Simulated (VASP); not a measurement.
# Ge3N4 (Fd-3m) in VASP: a series of runs

The runs below take Ge3N4 through relaxation of the atoms, with PBE.

Program: VASP 6.6.1. These are calculated values, not measurements. Logs are shortened: lines on timing, memory, paths and dates and some standing lists are left out, and cuts for length are marked.

## Step 1: The cell of the first run

Symmetry: Fd-3m, No. 227, cubic system. The conventional cell has a = 8.364 Å, b = 8.364 Å, c = 8.364 Å, α = 90.00°, β = 90.00°, γ = 90.00°. Ge (site symmetry -3m) has 6 N at 2.02 Å within 2.7 Å. Within 2.6 Å of Ge (site symmetry -43m) lie 4 N at 1.93 Å. N (site symmetry 3m) has 4 Ge at 1.93 to 2.02 Å within 2.6 Å.

## Step 2: Relaxation of the atoms, PBE (10.45 Å³/atom)

INCAR

```
SYSTEM = Ge3N4
  PREC = Accurate
  ENCUT = 520
  EDIFF = 1E-7
  ISMEAR = -1
  SIGMA = 0.02
  LREAL = .False.
  LASPH = .True.
  NELM = 120
  ALGO = Normal
  ISIF = 2
  LWAVE = .False.
  LCHARG = .False.
  GGA = PE
  IBRION = 2
  NSW = 80
  EDIFFG = -0.02
  GGA_COMPAT = .False.
  NELMIN = 4
  KPAR = 4
```

KPOINTS

```
Automatic mesh
0
Gamma
  6 6 6
  0 0 0
```

POSCAR

```
Ge3N4
1.0
    0.0000000000      4.1820643780      4.1820643780
    4.1820643780      0.0000000000      4.1820643780
    4.1820643780      4.1820643780      0.0000000000
Ge N
6 8
Direct
    0.1250000000      0.1250000000      0.1250000000
    0.6250000000      0.1250000000      0.1250000000
    0.1250000000      0.1250000000      0.6250000000
    0.1250000000      0.6250000000      0.1250000000
    0.5000000000      0.5000000000      0.5000000000
    0.7500000000      0.7500000000      0.7500000000
    0.8832000000      0.8832000000      0.8832000000
    0.8996000000      0.3668000000      0.3668000000
    0.8832000000      0.8832000000      0.3504000000
    0.3668000000      0.8996000000      0.3668000000
    0.3504000000      0.8832000000      0.8832000000
    0.3668000000      0.3668000000      0.3668000000
    0.8832000000      0.3504000000      0.8832000000
    0.3668000000      0.3668000000      0.8996000000
```

Potentials or basis: VASP PAW PBE potentials, release 64 (Ge_d, N).

The run is started by

```
> cat potpaw_PBE.64/Ge_d/POTCAR potpaw_PBE.64/N/POTCAR > POTCAR
> mpirun -np 4 vasp_std > vasp.out
```

OUTCAR:

```text
SYSTEM = Ge3N4
   PREC = Accurate
   ENCUT = 520
   EDIFF = 1E-7
   ISMEAR = -1
   LREAL = .False.
   LASPH = .True.
   NELM = 120
   ISIF = 2
   GGA = PE
   IBRION = 2
   NSW = 80
   EDIFFG = -0.02
   NELMIN = 4

 ion  position               nearest neighbor table
   1  0.125  0.125  0.125-   9 2.02  14 2.02  10 2.02  11 2.02  13 2.02   8 2.02
   2  0.625  0.125  0.125-   7 2.02  12 2.02  10 2.02   9 2.02  13 2.02  14 2.02
   3  0.125  0.125  0.625-   7 2.02  12 2.02  10 2.02  11 2.02   8 2.02  13 2.02
   4  0.125  0.625  0.125-   7 2.02  12 2.02   9 2.02  11 2.02   8 2.02  14 2.02
   5  0.500  0.500  0.500-   8 1.93  10 1.93  14 1.93  12 1.93
   6  0.750  0.750  0.750-  11 1.93  13 1.93   9 1.93   7 1.93
   7  0.883  0.883  0.883-   6 1.93   3 2.02   4 2.02   2 2.02
   8  0.900  0.367  0.367-   5 1.93   1 2.02   4 2.02   3 2.02
   9  0.883  0.883  0.350-   6 1.93   1 2.02   4 2.02   2 2.02
  10  0.367  0.900  0.367-   5 1.93   1 2.02   3 2.02   2 2.02
  11  0.350  0.883  0.883-   6 1.93   1 2.02   4 2.02   3 2.02
  12  0.367  0.367  0.367-   5 1.93   3 2.02   4 2.02   2 2.02
  13  0.883  0.350  0.883-   6 1.93   1 2.02   3 2.02   2 2.02
  14  0.367  0.367  0.900-   5 1.93   1 2.02   4 2.02   2 2.02

  LATTYP: Found a face centered cubic cell.
 ALAT       =     8.3641287560

  Lattice vectors:

 A1 = (   0.0000000000,   4.1820643780,   4.1820643780)
 A2 = (   4.1820643780,   0.0000000000,   4.1820643780)
 A3 = (   4.1820643780,   4.1820643780,   0.0000000000)

Analysis of symmetry for initial positions (statically):
=====================================================================
 Subroutine PRICEL returns:
 Original cell was already a primitive cell.

 Routine SETGRP: Setting up the symmetry group for a
 face centered cubic supercell.

 Subroutine GETGRP returns: Found 48 space group operations
 (whereof 24 operations were pure point group operations)
 out of a pool of 48 trial point group operations.

The static configuration has the point symmetry T_d .
 The point group associated with its full space group is O_h .

Analysis of symmetry for dynamics (positions and initial velocities):
=====================================================================
 Subroutine PRICEL returns:
 Original cell was already a primitive cell.

 Routine SETGRP: Setting up the symmetry group for a
 face centered cubic supercell.

 Subroutine GETGRP returns: Found 48 space group operations
 (whereof 24 operations were pure point group operations)
 out of a pool of 48 trial point group operations.

The dynamic configuration has the point symmetry T_d .
 The point group associated with its full space group is O_h .

 Subroutine INISYM returns: Found 48 space group operations
 (whereof 24 operations are pure point group operations),
 and found     1 'primitive' translations

----------------------------------------------------------------------------------------

                                     Primitive cell

  volume of cell :     146.2858

  direct lattice vectors                    reciprocal lattice vectors
     0.000000000  4.182064378  4.182064378    -0.119558179  0.119558179  0.119558179
     4.182064378  0.000000000  4.182064378     0.119558179 -0.119558179  0.119558179
     4.182064378  4.182064378  0.000000000     0.119558179  0.119558179 -0.119558179

  length of vectors
     5.914332162  5.914332162  5.914332162     0.207080840  0.207080840  0.207080840

  position of ions in fractional coordinates (direct lattice)
     0.125000000  0.125000000  0.125000000
     0.625000000  0.125000000  0.125000000
     0.125000000  0.125000000  0.625000000
     0.125000000  0.625000000  0.125000000
     0.500000000  0.500000000  0.500000000
     0.750000000  0.750000000  0.750000000
     0.883200000  0.883200000  0.883200000
     0.899600000  0.366800000  0.366800000
     0.883200000  0.883200000  0.350400000
     0.366800000  0.899600000  0.366800000
     0.350400000  0.883200000  0.883200000
     0.366800000  0.366800000  0.366800000
     0.883200000  0.350400000  0.883200000
     0.366800000  0.366800000  0.899600000

  ion indices of the primitive-cell ions
   primitive index   ion index
                 1           1
                 2           2
                 3           3
                 4           4
                 5           5
                 6           6
                 7           7
                 8           8
                 9           9
                10          10
                11          11
                12          12
                13          13
                14          14

----------------------------------------------------------------------------------------

 KPOINTS: Automatic mesh

Automatic generation of k-mesh.
 Grid dimensions read from file:
 generate k-points for:    6    6    6

 Generating k-lattice:

  Cartesian coordinates                     Fractional coordinates (reciprocal lattice)
    -0.019926363  0.019926363  0.019926363     0.166666667  0.000000000  0.000000000
     0.019926363 -0.019926363  0.019926363     0.000000000  0.166666667  0.000000000
     0.019926363  0.019926363 -0.019926363     0.000000000  0.000000000  0.166666667

  Length of vectors
     0.034513473  0.034513473  0.034513473

  Shift w.r.t. Gamma in fractional coordinates (k-lattice)
     0.000000000  0.000000000  0.000000000

 Subroutine IBZKPT returns following result:
 ===========================================

 Found     16 irreducible k-points:

 Following reciprocal coordinates:
            Coordinates               Weight
  0.000000  0.000000  0.000000      1.000000
  0.166667  0.000000  0.000000      8.000000
  0.333333  0.000000  0.000000      8.000000
  0.500000  0.000000  0.000000      4.000000
  0.166667  0.166667  0.000000      6.000000
  0.333333  0.166667  0.000000     24.000000
[... 8 lines left out ...]
 -0.333333  0.333333  0.166667     24.000000
 -0.333333  0.500000  0.166667     12.000000
   k-points           NKPTS =     16   k-points in BZ     NKDIM =     16   number of bands    NBANDS=     74
   number of dos      NEDOS =    301   number of ions     NIONS =     14
   total plane-waves  NPLWV = 110592
   dimension x,y,z NGX =    48 NGY =   48 NGZ =   48
   dimension x,y,z NGXF=    96 NGYF=   96 NGZF=   96
   ions per type =               6   8
   NGX,Y,Z   is equivalent  to a cutoff of  13.49, 13.49, 13.49 a.u.
   NGXF,Y,Z  is equivalent  to a cutoff of  26.98, 26.98, 26.98 a.u.
 SYSTEM =  Ge3N4
   PREC   = accura    normal or accurate (medium, high low for compatibility)
   ISTART =      0    job   : 0-new  1-cont  2-samecut
   ICHARG =      2    charge: 1-file 2-atom 10-const
   ISPIN  =      1    spin polarized calculation?
   LNONCOLLINEAR =      F non collinear calculations
   LSORBIT =      F    spin-orbit coupling
   LASPH  =      T    aspherical Exc in radial PAW
   ENCUT  =  520.0 eV  38.22 Ry    6.18 a.u.  11.00 11.00 11.00*2*pi/ulx,y,z
   NELM   =    120;   NELMIN=  4; NELMDL= -5     # of ELM steps
   EDIFF  = 0.1E-06   stopping-criterion for ELM
   LREAL  =      F    real-space projection
   EDIFFG = -.2E-01   stopping-criterion for IOM
   NSW    =     80    number of steps for IOM
   IBRION =      2    ionic relax: 0-MD 1-quasi-New 2-CG
   NFREE  =      1    steps in history (QN), initial steepest desc. (CG)
   ISIF   =      2    stress and relaxation
   ISYM   =      2    0-nonsym 1-usesym 2-fastsym
   POTIM  = 0.5000    time-step for ionic-motion
   TEBEG  =    0.0;   TEEND  =   0.0 temperature during run
   PSTRESS=    0.0 pullay stress
   NELECT =     124.0000    total number of electrons
   NUPDOWN=      -1.0000    fix difference up-down
   EMIN   =  10.00;   EMAX   =-10.00  energy-range for DOS
   EFERMI =   0.00;   METHOD = LEGACY
   ISMEAR =    -1;   SIGMA  =   0.02  broadening in eV -4-tet -1-fermi 0-gaus
   EFERMI_NEDOS =   21; number of points for ismear=-14 and -15
   IALGO  =     38    algorithm
   IMIX   =      4    mixing-type and parameters
     AMIX     =   0.40;   BMIX     =  1.00
     AMIX_MAG =   1.60;   BMIX_MAG =  1.00
  volume/ion in A,a.u.               =      10.45        70.51
  Fermi-wavevector in a.u.,A,eV,Ry     =   1.549345  2.927837 32.660358  2.400469
  Thomas-Fermi vector in A             =   2.654165
   LORBIT       =      0    0 simple, 1 ext, 2 COOP (PROOUT), +10 PAW based schemes
   GGA     = PE    functional components
   LHFCALC =     F    Hartree Fock is set to
   AEXX    =    0.0000 exact exchange contribution
   IVDW    =     0    specifies the selected vdW correction
   LEPSILON=     F    determine dielectric tensor
   LRPA    =     F    only Hartree local field effects (RPA)
 conjugate gradient relaxation of ions
 non-spin polarized calculation
  energy-cutoff  :      520.00
  volume of cell :      146.29
 maximum number of plane-waves:      3954
 NGX is ok and might be reduce to    48
   NGX = 21   NGY = 21   NGZ = 21

--------------------------------------- Ionic step        1  -------------------------------------------

 number of electron     123.9999927 magnetization

 Free energy of the ion-electron system (eV)
  ---------------------------------------------------
  ext. energy  EPLUGINS =         0.00000000
  ---------------------------------------------------
  free energy    TOTEN  =       -92.75871057 eV

  energy without entropy =      -92.75871057  energy(sigma->0) =      -92.75871057

------------------------ aborting loop because EDIFF is reached ----------------------------------------

  FORCE on cell =-STRESS in cart. coord.  units (eV):
  Direction    XX          YY          ZZ          XY          YZ          ZX
  --------------------------------------------------------------------------------------
  -------------------------------------------------------------------------------------
  Total       -3.5307196     -3.5307196     -3.5307196     -0.0000000      0.0000000      0.0000000
  in kB      -38.6697778    -38.6697778    -38.6697778     -0.0000000      0.0000000      0.0000000
  external PRESSURE =     -38.6697778 kB  Pullay stress =       0.0000000 kB
[... 81 lines left out ...]
  energy  without entropy=      -92.7592572812  energy(sigma->0) =      -92.75925728

--------------------------------------- Ionic step        3  -------------------------------------------

 number of electron     123.9999928 magnetization

 Free energy of the ion-electron system (eV)
  ---------------------------------------------------
  ext. energy  EPLUGINS =         0.00000000
  ---------------------------------------------------
  free energy    TOTEN  =       -92.75941500 eV

  energy without entropy =      -92.75941500  energy(sigma->0) =      -92.75941500

 E-fermi :   7.2134     XC(G=0): -12.1439

 val. band max:        6.7421489261   @ k =   0.0000   0.0000   0.0000
 cond. band min:       8.4020054745   @ k =   0.0000   0.0000   0.0000
 fundamental gap:      1.6598565484
 Fermi energy:         7.2134038575

 k-point     1 :       0.0000    0.0000    0.0000
  band No.  band energies     occupation
      1     -17.6047      2.00000
      2     -17.6047      2.00000
      3     -17.6047      2.00000
      4     -17.5961      2.00000
      5     -17.5961      2.00000
      6     -17.5961      2.00000
[... 1262 lines left out ...]
  FREE ENERGIE OF THE ION-ELECTRON SYSTEM (eV)
  ---------------------------------------------------
  free  energy   TOTEN  =       -92.7594149975 eV

  energy  without entropy=      -92.7594149975  energy(sigma->0) =      -92.75941500

 reached required accuracy - stopping structural energy minimisation
```

It took 3.7 min on 4 MPI ranks of Oxide Virtual Turin-like, shared host; peak memory 0.39 GiB.

What came out:

```yaml
Free_energy: -92.7594 eV
Energy_gained_by_relaxing: 0.1 meV/atom
Ionic_steps: 3
Pressure_after_relaxing: -3.8 GPa
Band_gap_on_the_k_mesh: 1.66 eV
```

Step by step:
```tsv
step	energy change (eV)	largest force (eV/Å)	pressure (GPa)
1	0.0000	0.0733	-3.87
2	-0.0005	0.0351	-3.75
3	-0.0007	0.0001	-3.78
```

Final structure:
```
Ge N
1.0
     0.00000    4.18206    4.18206
     4.18206    0.00000    4.18206
     4.18206    4.18206    0.00000
Ge N
6 8
Direct
  0.12500 0.12500 0.12500
  0.62500 0.12500 0.12500
  0.12500 0.12500 0.62500
  0.12500 0.62500 0.12500
  0.50000 0.50000 0.50000
  0.75000 0.75000 0.75000
  0.88337 0.88337 0.88337
  0.90010 0.36663 0.36663
  0.88337 0.88337 0.34990
  0.36663 0.90010 0.36663
  0.34990 0.88337 0.88337
  0.36663 0.36663 0.36663
  0.88337 0.34990 0.88337
  0.36663 0.36663 0.90010
```

[end of part 1 of 2]
